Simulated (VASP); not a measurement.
# AlN (P6_3/mmc) in VASP: settings compared

Aim: see how the results for AlN move with the level of theory and the settings. Levels: PBEsol, PBE-based screened hybrid. Tasks: single point.

Program: VASP 6.6.1. These are calculated values, not measurements. Logs are shortened: lines on timing, memory, paths and dates and some standing lists are left out, and cuts for length are marked.

## (1) The cell of the first run

It takes space group P6_3/mmc (No. 194, hexagonal). The conventional cell has a = 3.356 Å, b = 3.356 Å, c = 4.243 Å, α = 90.00°, β = 90.00°, γ = 120.00°. Al (site symmetry -6m2) has 5 N at 1.94 to 2.12 Å within 2.6 Å. Within 2.6 Å of N (site symmetry -6m2) lie 5 Al at 1.94 to 2.12 Å.

## (2) Single point, PBEsol (volume scaled by 1.04)

INCAR reads:

```
  PREC = Accurate
  ENCUT = 520
  EDIFF = 1E-7
  ISMEAR = -1
  SIGMA = 0.05
  LREAL = F
  LASPH = T
  NELM = 60
  ALGO = Normal
  ISIF = 2
  LWAVE = F
  LCHARG = F
  GGA = PS
  NBANDS = 16
```

KPOINTS reads:

```
regular mesh
0
Gamma
  9 9 7
```

POSCAR reads:

```
AlN
1.0
    3.3557012103      0.0000000000      0.0000000000
   -1.6778506052      2.9061224957      0.0000000000
    0.0000000000      0.0000000000      4.2426688325
Al N
2 2
Direct
    0.6666666667      0.3333333333      0.2500000000
    0.3333333333      0.6666666667      0.7500000000
    0.6666666667      0.3333333333      0.7500000000
    0.3333333333      0.6666666667      0.2500000000
```

Potentials or basis: VASP PAW PBE potentials, release 64 (Al, N).

On the command line:

```sh
> cat potpaw_PBE.64/Al/POTCAR potpaw_PBE.64/N/POTCAR > POTCAR
> mpirun -np 1 vasp_std > vasp.out
```

OUTCAR:

```text
PREC = Accurate
   ENCUT = 520
   EDIFF = 1E-7
   ISMEAR = -1
   LREAL = F
   LASPH = T
   NELM = 60
   ISIF = 2
   GGA = PS

 ion  position               nearest neighbor table
   1  0.667  0.333  0.250-   4 1.94   4 1.94   4 1.94   3 2.12   3 2.12   2 2.87   2 2.87   2 2.87
                             2 2.87   2 2.87   2 2.87
   2  0.333  0.667  0.750-   3 1.94   3 1.94   3 1.94   4 2.12   4 2.12   1 2.87   1 2.87   1 2.87
                             1 2.87   1 2.87   1 2.87
   3  0.667  0.333  0.750-   2 1.94   2 1.94   2 1.94   1 2.12   1 2.12
   4  0.333  0.667  0.250-   1 1.94   1 1.94   1 1.94   2 2.12   2 2.12

  LATTYP: Found a hexagonal cell.
 ALAT       =     3.3557012103
 C/A-ratio  =     1.2643166261

  Lattice vectors:

 A1 = (   3.3557012103,   0.0000000000,   0.0000000000)
 A2 = (  -1.6778506052,   2.9061224957,   0.0000000000)
 A3 = (   0.0000000000,   0.0000000000,   4.2426688325)

Analysis of symmetry for initial positions (statically):
=====================================================================
 Subroutine PRICEL returns:
 Original cell was already a primitive cell.

 Routine SETGRP: Setting up the symmetry group for a
 hexagonal supercell.

 Subroutine GETGRP returns: Found 24 space group operations
 (whereof 12 operations were pure point group operations)
 out of a pool of 24 trial point group operations.

The static configuration has the point symmetry D_3d.
 The point group associated with its full space group is D_6h.

Analysis of symmetry for dynamics (positions and initial velocities):
=====================================================================
 Subroutine PRICEL returns:
 Original cell was already a primitive cell.

 Routine SETGRP: Setting up the symmetry group for a
 hexagonal supercell.

 Subroutine GETGRP returns: Found 24 space group operations
 (whereof 12 operations were pure point group operations)
 out of a pool of 24 trial point group operations.

The dynamic configuration has the point symmetry D_3d.
 The point group associated with its full space group is D_6h.

 Subroutine INISYM returns: Found 24 space group operations
 (whereof 12 operations are pure point group operations),
 and found     1 'primitive' translations

----------------------------------------------------------------------------------------

                                     Primitive cell

  volume of cell :      41.3748

[... 94 lines left out ...]
   EDIFFG = 0.1E-05   stopping-criterion for IOM
   NSW    =      0    number of steps for IOM
   IBRION =     -1    ionic relax: 0-MD 1-quasi-New 2-CG
   NFREE  =      0    steps in history (QN), initial steepest desc. (CG)
   ISIF   =      2    stress and relaxation
   ISYM   =      2    0-nonsym 1-usesym 2-fastsym
   POTIM  = 0.5000    time-step for ionic-motion
   TEBEG  =    0.0;   TEEND  =   0.0 temperature during run
   PSTRESS=    0.0 pullay stress
   NELECT =      16.0000    total number of electrons
   NUPDOWN=      -1.0000    fix difference up-down
   EMIN   =  10.00;   EMAX   =-10.00  energy-range for DOS
   EFERMI =   0.00;   METHOD = LEGACY
   ISMEAR =    -1;   SIGMA  =   0.05  broadening in eV -4-tet -1-fermi 0-gaus
   EFERMI_NEDOS =   21; number of points for ismear=-14 and -15
   IALGO  =     38    algorithm
   IMIX   =      4    mixing-type and parameters
     AMIX     =   0.40;   BMIX     =  1.00
     AMIX_MAG =   1.60;   BMIX_MAG =  1.00
  volume/ion in A,a.u.               =      10.34        69.80
  Fermi-wavevector in a.u.,A,eV,Ry     =   1.192713  2.253901 19.355171  1.422565
  Thomas-Fermi vector in A             =   2.328745
   LORBIT       =      0    0 simple, 1 ext, 2 COOP (PROOUT), +10 PAW based schemes
   GGA     = PS    functional components
   LHFCALC =     F    Hartree Fock is set to
   AEXX    =    0.0000 exact exchange contribution
   IVDW    =     0    specifies the selected vdW correction
   LEPSILON=     F    determine dielectric tensor
   LRPA    =     F    only Hartree local field effects (RPA)
 non-spin polarized calculation
  energy-cutoff  :      520.00
  volume of cell :       41.37
 maximum number of plane-waves:      1132
 NGX is ok and might be reduce to    28
   NGX = 13   NGY = 13   NGZ = 15

 number of electron      15.9999998 magnetization

 Free energy of the ion-electron system (eV)
  ---------------------------------------------------
  ext. energy  EPLUGINS =         0.00000000
  ---------------------------------------------------
  free energy    TOTEN  =       -30.86599183 eV

  energy without entropy =      -30.86599183  energy(sigma->0) =      -30.86599183

 E-fermi :   8.2975     XC(G=0): -11.1801

 val. band max:        7.4243042140   @ k =   0.0000   0.0000   0.0000
 cond. band min:      10.3214356787   @ k =   0.0000   0.0000   0.0000
 fundamental gap:      2.8971314646
 Fermi energy:         8.2975358543

 k-point     1 :       0.0000    0.0000    0.0000
  band No.  band energies     occupation
      1      -9.0375      2.00000
      2      -5.5560      2.00000
      3       0.7422      2.00000
      4       4.2533      2.00000
      5       4.2533      2.00000
      6       5.8819      2.00000
[... 433 lines left out ...]
      3       1.0382      2.00000
      4       2.1297      2.00000
      5       2.1297      2.00000
      6       4.6025      2.00000
[... 8 lines left out ...]
     15      18.3085      0.00000
     16      19.8439      0.00000

 [... further k-points ...]

------------------------ aborting loop because EDIFF is reached ----------------------------------------

  FORCE on cell =-STRESS in cart. coord.  units (eV):
  Direction    XX          YY          ZZ          XY          YZ          ZX
  --------------------------------------------------------------------------------------
  -------------------------------------------------------------------------------------
  Total       -2.8635553     -2.8635553     -2.6838177      0.0000000     -0.0000000      0.0000000
  in kB     -110.8867915   -110.8867915   -103.9267280      0.0000000     -0.0000000      0.0000000
  external PRESSURE =    -108.5667703 kB  Pullay stress =       0.0000000 kB

 VOLUME and BASIS-vectors are now :
 -----------------------------------------------------------------------------
  energy-cutoff  :      520.00
  volume of cell :       41.37
      direct lattice vectors                 reciprocal lattice vectors
     3.355701210  0.000000000  0.000000000     0.298000310  0.172050559  0.000000000
    -1.677850605  2.906122496  0.000000000     0.000000000  0.344101118  0.000000000
     0.000000000  0.000000000  4.242668832     0.000000000  0.000000000  0.235700697

 POSITION                                       TOTAL-FORCE (eV/Angst)
 -----------------------------------------------------------------------------------
      1.67785      0.96871      1.06067        -0.000000      0.000000      0.000000
     -0.00000      1.93741      3.18200         0.000000     -0.000000      0.000000
      1.67785      0.96871      3.18200        -0.000000      0.000000      0.000000
     -0.00000      1.93741      1.06067         0.000000     -0.000000      0.000000
 -----------------------------------------------------------------------------------
    total drift:                               -0.000000      0.000000     -0.000000

  FREE ENERGIE OF THE ION-ELECTRON SYSTEM (eV)
  ---------------------------------------------------
  free  energy   TOTEN  =       -30.8659918350 eV

  energy  without entropy=      -30.8659918349  energy(sigma->0) =      -30.86599183
```

OSZICAR:

```text
N       E                     dE             d eps       ncg     rms          rms(c)
DAV:   1     0.425835702686E+02    0.42584E+02   -0.74709E+03  1544   0.907E+02
DAV:   2    -0.312949876912E+02   -0.73879E+02   -0.67304E+02  2280   0.187E+02
DAV:   3    -0.349142017482E+02   -0.36192E+01   -0.36049E+01  1808   0.427E+01
DAV:   4    -0.349365403839E+02   -0.22339E-01   -0.22336E-01  1960   0.379E+00
DAV:   5    -0.349368339552E+02   -0.29357E-03   -0.29357E-03  1776   0.437E-01    0.110E+01
DAV:   6    -0.309326541064E+02    0.40042E+01   -0.81507E+00  1968   0.211E+01    0.383E+00
DAV:   7    -0.309083715122E+02    0.24283E-01   -0.59178E-01  1744   0.533E+00    0.273E+00
DAV:   8    -0.308733271651E+02    0.35044E-01   -0.98930E-02  1632   0.257E+00    0.872E-01
DAV:   9    -0.308657011858E+02    0.76260E-02   -0.17495E-02  1936   0.103E+00    0.279E-01
DAV:  10    -0.308660880849E+02   -0.38690E-03   -0.20944E-03  1736   0.310E-01    0.176E-01
DAV:  11    -0.308659941427E+02    0.93942E-04   -0.12908E-04  1824   0.860E-02    0.437E-02
DAV:  12    -0.308659923807E+02    0.17620E-05   -0.64334E-06  1808   0.203E-02    0.916E-03
DAV:  13    -0.308659917779E+02    0.60283E-06   -0.29098E-06  2040   0.127E-02    0.411E-03
DAV:  14    -0.308659918350E+02   -0.57073E-07   -0.17366E-07  1168   0.381E-03
   1 F= -.30865992E+02 E0= -.30865992E+02  d E =-.914287E-10
```

Run time: 20 s. Hardware: 1 thread of AMD EPYC 7R13 (Zen 3), shared host; peak memory 0.14 GiB.

What came out:

* Free energy: -30.8660 eV
* Pressure: -10.9 GPa
* Band gap on the k mesh: 2.90 eV, direct

Caveat: the PAW data sets were made with another functional, which shifts forces and pressure a little. A k mesh can miss the band edges.

[end of part 1 of 2]
